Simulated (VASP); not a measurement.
TiAl3: relaxation of cell and atoms with r2SCAN

The system is TiAl3.

```
CELL_PARAMETERS angstrom
3.95567 0.00000 0.00000
0.00000 3.95567 0.00000
0.00000 0.00000 7.91134
ATOMIC_POSITIONS crystal
Ti 0.99177 0.02496 0.97407
Ti 0.00823 0.97504 0.52593
Al 0.51777 0.49331 0.01819
Al 0.48223 0.50669 0.48181
Al 0.44496 0.00523 0.24408
Al 0.55504 0.99477 0.75592
Al 0.02522 0.50921 0.24395
Al 0.97478 0.49079 0.75605
```

```
Program                : VASP 6.6.1
Task                   : relaxation of cell and atoms
Functional             : r2SCAN
Potentials or basis    : VASP PAW PBE potentials, release 64 (Ti_sv, Al)
Cutoff                 : 600 eV
k mesh                 : 8 × 8 × 4
Occupations            : gaussian, width 0.15 eV
Spin                   : no spin polarisation
Dipole correction      : no
Further INCAR settings : ALGO = Normal; EDIFF = 1e-06; IBRION = 2; EDIFFG = -0.01; NSW = 100; ISIF = 3
```

The relaxed volume is 15.47 Å³/atom, the relaxed cell is a = 3.955 Å, b = 3.955 Å, c = 7.912 Å, α = 90.01°, β = 90.00°, γ = 90.01° and the space group after relaxing (to 0.1 Å) is Pm-3m (No. 221). The energy gained by relaxing is 161.0 meV/atom and the ionic steps are 16. The pressure after relaxing is 0.0 GPa and the largest force after relaxing is 0.006 eV/Å. The band gap on the k mesh is zero (bands 21 and 22 overlap by 3.19 eV).

Forces in eV/Å, atoms in the order of the input:
```
Ti  -0.003  0.003 -0.003
Ti   0.002 -0.004  0.004
Al   0.003 -0.002  0.003
Al  -0.002  0.002 -0.003
Al   0.002 -0.002  0.001
Al  -0.004  0.002 -0.002
Al   0.003 -0.001  0.002
Al  -0.001  0.001 -0.002
```

The path:
| step | energy change (eV) | largest force (eV/Å) | pressure (GPa) | volume (Å³) |
| --- | --- | --- | --- | --- |
| 1 | 0.0000 | 2.9547 | 4.39 | 123.79 |
| 2 | -0.8458 | 0.9053 | -5.19 | 131.54 |
| 3 | -0.8543 | 0.8499 | -5.96 | 132.45 |
| 4 | -1.1843 | 0.6045 | 0.69 | 123.37 |
| 5 | -1.1858 | 0.5846 | 1.28 | 122.74 |
| 6 | -1.2587 | 0.2857 | 0.65 | 123.14 |
| 7 | -1.2698 | 0.3079 | 0.40 | 123.37 |
| 8 | -1.2829 | 0.1538 | -0.42 | 124.19 |
| 9 | -1.2840 | 0.0943 | -0.73 | 124.53 |
| 10 | -1.2866 | 0.0573 | 0.40 | 123.30 |
| 11 | -1.2872 | 0.0461 | 0.08 | 123.66 |
| 12 | -1.2872 | 0.0466 | 0.06 | 123.67 |
| 13 | -1.2877 | 0.0314 | 0.03 | 123.69 |
| 14 | -1.2879 | 0.0317 | 0.01 | 123.71 |
| 15 | -1.2881 | 0.0147 | -0.02 | 123.75 |
| 16 | -1.2881 | 0.0060 | -0.05 | 123.78 |

Final structure:
```yaml
crystal:
  lattice:
    - [3.95540, -0.00030, 0.00021]
    - [-0.00031, 3.95527, -0.00066]
    - [0.00004, -0.00074, 7.91174]
  atoms:
    - { symbol: Ti, position: [0.00005, 0.99991, 0.00007] }
    - { symbol: Ti, position: [0.99998, 0.00010, 0.49993] }
    - { symbol: Al, position: [0.49993, 0.50003, 0.99993] }
    - { symbol: Al, position: [0.50005, 0.49997, 0.50007] }
    - { symbol: Al, position: [0.49986, 0.00010, 0.24998] }
    - { symbol: Al, position: [0.50018, 0.99990, 0.75003] }
    - { symbol: Al, position: [0.99983, 0.50007, 0.24997] }
    - { symbol: Al, position: [0.00012, 0.49992, 0.75003] }
```

Levels at points of the mesh, in eV from the Fermi level:
```tsv
k point	band 18	band 19	band 20	band 21	band 22	band 23	band 24	band 25
(0.00, 0.00, 0.00)	-2.37	-2.28	0.15	0.15	0.15	0.42	0.68	0.70
(0.50, 0.00, 0.00)	-1.35	-1.35	0.42	0.65	0.70	0.70	0.94	1.10
(0.00, 0.50, 0.00)	-1.36	-1.35	0.42	0.65	0.70	0.70	0.94	1.10
(0.50, 0.50, 0.00)	-3.85	-3.85	-1.36	-1.36	0.24	0.65	1.10	1.13
(0.00, 0.00, 0.50)	-2.39	-0.94	-0.94	0.28	0.28	0.31	0.31	0.32
(0.50, 0.00, 0.50)	-2.01	-0.86	-0.86	0.45	0.45	0.82	0.82	1.28
(0.00, 0.50, 0.50)	-2.01	-0.86	-0.86	0.45	0.45	0.82	0.82	1.28
(0.50, 0.50, 0.50)	-2.56	-2.54	-2.54	-2.54	-2.54	1.09	1.09	1.45
```

Run time: 34 min on 4 MPI ranks on Intel(R) Xeon(R) 6975P-C (Granite Rapids) (shared host), peak memory 0.6 GiB a rank.

Caveat: the PAW data sets were made with another functional, which shifts forces and pressure a little.
